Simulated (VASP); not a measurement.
A run of VASP 6.6.1:

Contents of INCAR:

```
SYSTEM = BP
ALGO     = Normal         ! electronic algorithm
EDIFF    = 1E-6           ! SCF threshold, eV
ENCUT    = 520            ! plane-wave cutoff, eV
GGA      = PE             ! functional
ISIF     = 2              ! what is computed and relaxed
ISMEAR   = 0              ! smearing method
LASPH    = .True.         ! aspherical terms in the spheres
LCHARG   = .False.        ! write CHGCAR
LREAL    = .False.        ! projectors in reciprocal space
LWAVE    = .False.        ! write WAVECAR
NBANDS   = 11             ! bands
NELM     = 100            ! most SCF steps
PREC     = Accurate       ! precision mode
SIGMA    = 0.015          ! smearing width, eV
```

File KPOINTS:

```
k-points
0
Gamma
  10 10 10
  0 0 0
```

POSCAR

```
BP
1.0
    0.0000000000      2.2690000000      2.2690000000
    2.2690000000      0.0000000000      2.2690000000
    2.2690000000      2.2690000000      0.0000000000
P B
1 1
Direct
    0.7500000000      0.7500000000      0.7500000000
    0.0000000000      0.0000000000      0.0000000000
```

Potentials or basis: VASP PAW PBE potentials, release 64 (P, B).

Run with:

```sh
$ cat potpaw_PBE.64/P/POTCAR potpaw_PBE.64/B/POTCAR > POTCAR
$ mpirun -np 1 vasp_std > vasp.out
```

Hardware: 1 thread of Intel Xeon 6975P-C, on a shared host.

Estimate the wall time of this run.

Wall time 6.3 s on 1 thread of Intel Xeon 6975P-C, with other jobs on the host, peak memory 0.14 GiB. Counts: scf iterations 12, k points 47.
